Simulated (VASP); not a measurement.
# Ba4Ti4SO11 (a cell with a defect) in VASP: electric field gradients with PBE

Aim: the electric field gradients of Ba4Ti4SO11 (a cell with a defect) with PBE.

All numbers are computed with VASP 6.6.1; they aren't measurements. Logs are shortened: lines on timing, memory, paths and dates and some standing lists are left out, and cuts for length are marked.

## Step 1: The cell of the first run

The cell holds a defect, 20 atoms: a = 6.939 Å, b = 6.939 Å, c = 6.939 Å, α = 109.47°, β = 109.47°, γ = 109.47°.

## Step 2: Electric field gradients, PBE

File INCAR:

```
SYSTEM = Ba4Ti4SO11
ALGO = Normal
EDIFF = 1E-8
ENCUT = 520
GGA = PE
ISIF = 2
ISMEAR = -1
LASPH = .True.
LCHARG = .False.
LEFG = .True.
LREAL = Auto
LWAVE = .False.
NBANDS = 96
NELM = 60
PREC = Accurate
SIGMA = 0.01
```

File KPOINTS:

```
k-points
0
Gamma
  3 3 3
  0 0 0
```

File POSCAR:

```
Ba4Ti4SO11
1.0
   -4.0060000000      4.0060000000      4.0060000000
    4.0060000000     -4.0060000000      4.0060000000
    4.0060000000      4.0060000000     -4.0060000000
Ba Ti S O
4 4 1 11
Direct
    0.5000000000      0.5000000000      0.5000000000
    0.0000000000      0.0000000000      0.5000000000
    0.0000000000      0.5000000000      0.0000000000
    0.5000000000      0.0000000000      0.0000000000
    0.0000000000      0.0000000000      0.0000000000
    0.5000000000      0.5000000000      0.0000000000
    0.5000000000      0.0000000000      0.5000000000
    0.0000000000      0.5000000000      0.5000000000
    0.0000000000      0.2500000000      0.2500000000
    0.5000000000      0.7500000000      0.2500000000
    0.5000000000      0.2500000000      0.7500000000
    0.0000000000      0.7500000000      0.7500000000
    0.2500000000      0.0000000000      0.2500000000
    0.7500000000      0.5000000000      0.2500000000
    0.7500000000      0.0000000000      0.7500000000
    0.2500000000      0.5000000000      0.7500000000
    0.2500000000      0.2500000000      0.0000000000
    0.7500000000      0.7500000000      0.0000000000
    0.7500000000      0.2500000000      0.5000000000
    0.2500000000      0.7500000000      0.5000000000
```

Potentials or basis: VASP PAW PBE potentials, release 64 (Ba_sv, Ti_sv, S, O).

On the command line:

```bash
$ cat potpaw_PBE.64/Ba_sv/POTCAR potpaw_PBE.64/Ti_sv/POTCAR potpaw_PBE.64/S/POTCAR potpaw_PBE.64/O/POTCAR > POTCAR
$ mpirun -np 1 vasp_std > vasp.out
```

OUTCAR:

```text
SYSTEM = Ba4Ti4SO11
   EDIFF = 1E-8
   ENCUT = 520
   GGA = PE
   ISIF = 2
   ISMEAR = -1
   LASPH = .True.
   LREAL = Auto
   NELM = 60
   PREC = Accurate

 ion  position               nearest neighbor table
   1  0.500  0.500  0.500-  10 2.83  11 2.83  12 2.83  14 2.83  15 2.83  16 2.83  18 2.83  19 2.83
                            20 2.83  17 2.83  13 2.83   9 2.83   5 3.47   6 3.47   6 3.47   7 3.47
   2  0.000  0.000  0.500-   9 2.83  11 2.83  12 2.83  13 2.83  15 2.83  16 2.83  17 2.83  19 2.83
                            20 2.83  18 2.83  14 2.83  10 2.83   5 3.47   5 3.47   6 3.47   8 3.47
   3  0.000  0.500  0.000-   9 2.83  10 2.83  12 2.83  13 2.83  14 2.83  16 2.83  17 2.83  18 2.83
                            20 2.83  19 2.83  15 2.83  11 2.83   5 3.47   8 3.47   6 3.47   5 3.47
   4  0.500  0.000  0.000-   9 2.83  10 2.83  11 2.83  13 2.83  14 2.83  15 2.83  17 2.83  18 2.83
                            19 2.83  20 2.83  16 2.83  12 2.83   5 3.47   7 3.47   6 3.47   6 3.47
   5  0.000  0.000  0.000-   9 2.00  12 2.00  13 2.00  15 2.00  17 2.00  18 2.00   3 3.47   4 3.47
                             1 3.47   2 3.47   2 3.47   3 3.47   4 3.47   1 3.47
   6  0.500  0.500  0.000-  10 2.00  11 2.00  14 2.00  16 2.00  17 2.00  18 2.00   3 3.47   4 3.47
                             1 3.47   2 3.47   1 3.47   4 3.47   3 3.47   2 3.47
   7  0.500  0.000  0.500-  10 2.00  11 2.00  13 2.00  15 2.00  19 2.00  20 2.00   3 3.47   4 3.47
                             1 3.47   2 3.47   4 3.47   1 3.47   2 3.47   3 3.47
   8  0.000  0.500  0.500-   9 2.00  12 2.00  14 2.00  16 2.00  19 2.00  20 2.00   3 3.47   4 3.47
                             1 3.47   2 3.47   3 3.47   2 3.47   1 3.47   4 3.47
   9  0.000  0.250  0.250-   5 2.00   8 2.00   3 2.83   1 2.83   2 2.83   4 2.83
  10  0.500  0.750  0.250-   6 2.00   7 2.00   4 2.83   1 2.83   2 2.83   3 2.83
  11  0.500  0.250  0.750-   6 2.00   7 2.00   4 2.83   1 2.83   3 2.83   2 2.83
  12  0.000  0.750  0.750-   5 2.00   8 2.00   4 2.83   2 2.83   3 2.83   1 2.83
  13  0.250  0.000  0.250-   5 2.00   7 2.00   4 2.83   1 2.83   2 2.83   3 2.83
  14  0.750  0.500  0.250-   6 2.00   8 2.00   3 2.83   1 2.83   2 2.83   4 2.83
  15  0.750  0.000  0.750-   5 2.00   7 2.00   4 2.83   2 2.83   3 2.83   1 2.83
  16  0.250  0.500  0.750-   6 2.00   8 2.00   4 2.83   1 2.83   3 2.83   2 2.83
  17  0.250  0.250  0.000-   5 2.00   6 2.00   4 2.83   1 2.83   3 2.83   2 2.83
  18  0.750  0.750  0.000-   5 2.00   6 2.00   4 2.83   2 2.83   3 2.83   1 2.83
  19  0.750  0.250  0.500-   7 2.00   8 2.00   3 2.83   1 2.83   2 2.83   4 2.83
  20  0.250  0.750  0.500-   7 2.00   8 2.00   4 2.83   1 2.83   2 2.83   3 2.83

  LATTYP: Found a body centered cubic cell.
 ALAT       =     8.0120000000

  Lattice vectors:

 A1 = (  -4.0060000000,   4.0060000000,   4.0060000000)
 A2 = (   4.0060000000,  -4.0060000000,   4.0060000000)
 A3 = (   4.0060000000,   4.0060000000,  -4.0060000000)

Analysis of symmetry for initial positions (statically):
=====================================================================
 Subroutine PRICEL returns:
 Original cell was already a primitive cell.

 Routine SETGRP: Setting up the symmetry group for a
 body centered cubic supercell.

 Subroutine GETGRP returns: Found 16 space group operations
 (whereof  8 operations were pure point group operations)
 out of a pool of 48 trial point group operations.

The static configuration has the point symmetry C_4v.
 The point group associated with its full space group is D_4h.

Analysis of symmetry for dynamics (positions and initial velocities):
=====================================================================
 Subroutine PRICEL returns:
 Original cell was already a primitive cell.

 Routine SETGRP: Setting up the symmetry group for a
 body centered cubic supercell.

 Subroutine GETGRP returns: Found 16 space group operations
 (whereof  8 operations were pure point group operations)
 out of a pool of 48 trial point group operations.

The dynamic configuration has the point symmetry C_4v.
 The point group associated with its full space group is D_4h.

 Subroutine INISYM returns: Found 16 space group operations
 (whereof  8 operations are pure point group operations),
 and found     1 'primitive' translations

----------------------------------------------------------------------------------------

                                     Primitive cell

  volume of cell :     257.1537

  direct lattice vectors                    reciprocal lattice vectors
    -4.006000000  4.006000000  4.006000000     0.000000000  0.124812781  0.124812781
     4.006000000 -4.006000000  4.006000000     0.124812781  0.000000000  0.124812781
     4.006000000  4.006000000 -4.006000000     0.124812781  0.124812781  0.000000000

  length of vectors
     6.938595535  6.938595535  6.938595535     0.176511927  0.176511927  0.176511927

[... 92 lines left out ...]
   LNONCOLLINEAR =      F non collinear calculations
   LSORBIT =      F    spin-orbit coupling
   LASPH  =      T    aspherical Exc in radial PAW
   ENCUT  =  520.0 eV  38.22 Ry    6.18 a.u.  12.90 12.90 12.90*2*pi/ulx,y,z
   NELM   =     60;   NELMIN=  2; NELMDL= -5     # of ELM steps
   EDIFF  = 0.1E-07   stopping-criterion for ELM
   LREAL  =      T    real-space projection
   EDIFFG = 0.1E-06   stopping-criterion for IOM
   NSW    =      0    number of steps for IOM
   IBRION =     -1    ionic relax: 0-MD 1-quasi-New 2-CG
   NFREE  =      0    steps in history (QN), initial steepest desc. (CG)
   ISIF   =      2    stress and relaxation
   ISYM   =      2    0-nonsym 1-usesym 2-fastsym
   POTIM  = 0.5000    time-step for ionic-motion
   TEBEG  =    0.0;   TEEND  =   0.0 temperature during run
   PSTRESS=    0.0 pullay stress
   NELECT =     160.0000    total number of electrons
   NUPDOWN=      -1.0000    fix difference up-down
   EMIN   =  10.00;   EMAX   =-10.00  energy-range for DOS
   EFERMI =   0.00;   METHOD = LEGACY
   ISMEAR =    -1;   SIGMA  =   0.01  broadening in eV -4-tet -1-fermi 0-gaus
   EFERMI_NEDOS =   21; number of points for ismear=-14 and -15
   IALGO  =     38    algorithm
   IMIX   =      4    mixing-type and parameters
     AMIX     =   0.40;   BMIX     =  1.00
     AMIX_MAG =   1.60;   BMIX_MAG =  1.00
  volume/ion in A,a.u.               =      12.86        86.77
  Fermi-wavevector in a.u.,A,eV,Ry     =   1.397603  2.641087 26.576187  1.953295
  Thomas-Fermi vector in A             =   2.520843
   LORBIT       =      0    0 simple, 1 ext, 2 COOP (PROOUT), +10 PAW based schemes
   GGA     = PE    functional components
   LHFCALC =     F    Hartree Fock is set to
   AEXX    =    0.0000 exact exchange contribution
   IVDW    =     0    specifies the selected vdW correction
   LEPSILON=     F    determine dielectric tensor
   LRPA    =     F    only Hartree local field effects (RPA)
 non-spin polarized calculation
  energy-cutoff  :      520.00
  volume of cell :      257.15
 maximum number of plane-waves:      6939
 NGX is ok and might be reduce to    54
   NGX = 25   NGY = 25   NGZ = 25

 number of electron     159.9999904 magnetization

 Free energy of the ion-electron system (eV)
  ---------------------------------------------------
  ext. energy  EPLUGINS =         0.00000000
  ---------------------------------------------------
  free energy    TOTEN  =      -152.34369185 eV

  energy without entropy =     -152.34369185  energy(sigma->0) =     -152.34369185

 E-fermi :   4.8638     XC(G=0): -11.3652

 val. band max:        4.4668107071   @ k =   0.0000   0.0000   0.0000
 cond. band min:       5.7905701370   @ k =   0.0000   0.0000   0.0000
 fundamental gap:      1.3237594300
 Fermi energy:         4.8637694271

 k-point     1 :       0.0000    0.0000    0.0000
  band No.  band energies     occupation
      1     -52.3304      2.00000
      2     -52.3294      2.00000
      3     -51.9990      2.00000
      4     -51.9970      2.00000
      5     -28.5869      2.00000
      6     -28.5698      2.00000
[... 559 lines left out ...]
     91       8.3756      0.00000
     92       8.5184      0.00000
 [bands above 92 left out]

------------------------ aborting loop because EDIFF is reached ----------------------------------------

  FORCE on cell =-STRESS in cart. coord.  units (eV):
  Direction    XX          YY          ZZ          XY          YZ          ZX
  --------------------------------------------------------------------------------------
  -------------------------------------------------------------------------------------
  Total       41.4375146     15.9068805     15.9068805     -0.0000000      0.0000000      0.0000000
  in kB      258.1733767     99.1066449     99.1066449     -0.0000000      0.0000000      0.0000000
  external PRESSURE =     152.1288888 kB  Pullay stress =       0.0000000 kB

 VOLUME and BASIS-vectors are now :
 -----------------------------------------------------------------------------
  energy-cutoff  :      520.00
  volume of cell :      257.15
      direct lattice vectors                 reciprocal lattice vectors
    -4.006000000  4.006000000  4.006000000     0.000000000  0.124812781  0.124812781
     4.006000000 -4.006000000  4.006000000     0.124812781  0.000000000  0.124812781
     4.006000000  4.006000000 -4.006000000     0.124812781  0.124812781  0.000000000

 POSITION                                       TOTAL-FORCE (eV/Angst)
 -----------------------------------------------------------------------------------
      2.00300      2.00300      2.00300         0.000000      1.096026      1.096026
      2.00300      2.00300     -2.00300         0.000000      1.096026     -1.096026
      2.00300     -2.00300      2.00300         0.000000     -1.096026      1.096026
     -2.00300      2.00300      2.00300         0.000000     -1.096026     -1.096026
      0.00000      0.00000      0.00000        -7.748856     -0.000000     -0.000000
      0.00000      0.00000      4.00600         0.000000     -0.000000     -0.000000
[... 12 lines left out ...]
      0.00000      4.00600      2.00300         0.063484     -0.000000     -0.270445
      4.00600      0.00000      2.00300         0.063484     -0.000000      0.270445
 -----------------------------------------------------------------------------------
    total drift:                                0.000000      0.000000     -0.000000

  FREE ENERGIE OF THE ION-ELECTRON SYSTEM (eV)
  ---------------------------------------------------
  free  energy   TOTEN  =      -152.3436918475 eV

  energy  without entropy=     -152.3436918475  energy(sigma->0) =     -152.34369185

 Electric field gradients (V/A^2)
---------------------------------------------------------------------
 ion       V_xx      V_yy      V_zz      V_xy      V_xz      V_yz
---------------------------------------------------------------------
   1       3.219    -1.609    -1.609    -0.000    -0.000   -12.641
   2       3.219    -1.609    -1.609    -0.000    -0.000    12.641
   3       3.219    -1.609    -1.609    -0.000    -0.000    12.641
   4       3.219    -1.609    -1.609    -0.000    -0.000   -12.641
   5     -46.159    23.079    23.079    -0.001    -0.001    -0.001
   6      -0.836     0.418     0.418    -0.001    -0.001    -0.001
[... 12 lines left out ...]
  19     -10.428   -13.745    24.173     0.002    -5.220     0.002
  20     -10.428   -13.745    24.173     0.002     5.224     0.002
---------------------------------------------------------------------

 Electric field gradients after diagonalization (V/A^2)
 (convention: |V_zz| > |V_xx| > |V_yy|)
----------------------------------------------------------------------
 ion       V_xx      V_yy      V_zz     asymmetry (V_yy - V_xx)/ V_zz
----------------------------------------------------------------------
   1      11.032     3.219   -14.251       0.548
   2      11.032     3.219   -14.251       0.548
   3      11.032     3.219   -14.251       0.548
   4      11.032     3.219   -14.251       0.548
   5      23.080    23.078   -46.159       0.000
   6       0.419     0.417    -0.836       0.003
[... 12 lines left out ...]
  19     -13.745   -11.198    24.943       0.102
  20     -13.745   -11.200    24.944       0.102
----------------------------------------------------------------------

           NMR quadrupolar parameters

 Cq : quadrupolar parameter    Cq=e*Q*V_zz/h
 eta: asymmetry parameters     (V_yy - V_xx)/ V_zz
 Q  : nuclear electric quadrupole moment in mb (millibarn)
----------------------------------------------------------------------
 ion       Cq(MHz)       eta       Q (mb)
----------------------------------------------------------------------
   1      -0.034       0.548       1.000
   2      -0.034       0.548       1.000
   3      -0.034       0.548       1.000
   4      -0.034       0.548       1.000
   5      -0.112       0.000       1.000
   6      -0.002       0.003       1.000
[... 12 lines left out ...]
  19       0.060       0.102       1.000
  20       0.060       0.102       1.000
----------------------------------------------------------------------
```

Wall time 14 min (1 thread of AMD EPYC 7R43 (Zen 3), shared host); peak memory 0.4 GiB.

What came out:

```yaml
Free_energy: -152.3437 eV
Pressure: 15.2 GPa
Largest_force: 7.749 eV/Å
Band_gap_on_the_k_mesh: 1.32 eV
```

Forces in eV/Å, atoms in the order of the input:
```
Ba   0.000  1.096  1.096
Ba   0.000  1.096 -1.096
Ba   0.000 -1.096  1.096
Ba   0.000 -1.096 -1.096
Ti  -7.749  0.000  0.000
Ti   0.000  0.000  0.000
Ti   0.000  0.000  0.000
Ti   7.749  0.000  0.000
S    0.000  0.000  0.000
O    0.000  0.000  0.000
O    0.000  0.000  0.000
O    0.000  0.000  0.000
O   -0.063  0.270  0.000
O    0.063 -0.270  0.000
O   -0.063 -0.270  0.000
O    0.063  0.270  0.000
O   -0.063  0.000  0.270
O   -0.063  0.000 -0.270
O    0.063  0.000 -0.270
O    0.063  0.000  0.270
```

Electric field gradients, principal values (V/Å²):
```tsv
atom	least	middle	greatest (by size)
1 Ba	3.219	11.032	-14.251
2 Ba	3.219	11.032	-14.251
3 Ba	3.219	11.032	-14.251
4 Ba	3.219	11.032	-14.251
5 Ti	23.078	23.080	-46.159
6 Ti	0.417	0.419	-0.836
7 Ti	0.417	0.419	-0.836
8 Ti	23.078	23.080	-46.159
9 S	25.919	25.920	-51.838
10 O	-10.062	-15.881	25.943
11 O	-10.062	-15.881	25.943
12 O	-7.071	-7.076	14.148
13 O	-11.198	-13.745	24.943
14 O	-11.198	-13.745	24.943
15 O	-11.200	-13.745	24.944
16 O	-11.200	-13.745	24.944
17 O	-11.198	-13.745	24.943
18 O	-11.200	-13.745	24.944
19 O	-11.198	-13.745	24.943
20 O	-11.200	-13.745	24.944
```

Caveat: without QUAD_EFG the Cq values of the log hold for a quadrupole moment of 1 mb, not for the nuclei; spin-orbit coupling is left out, which moves the levels of the heavy elements.
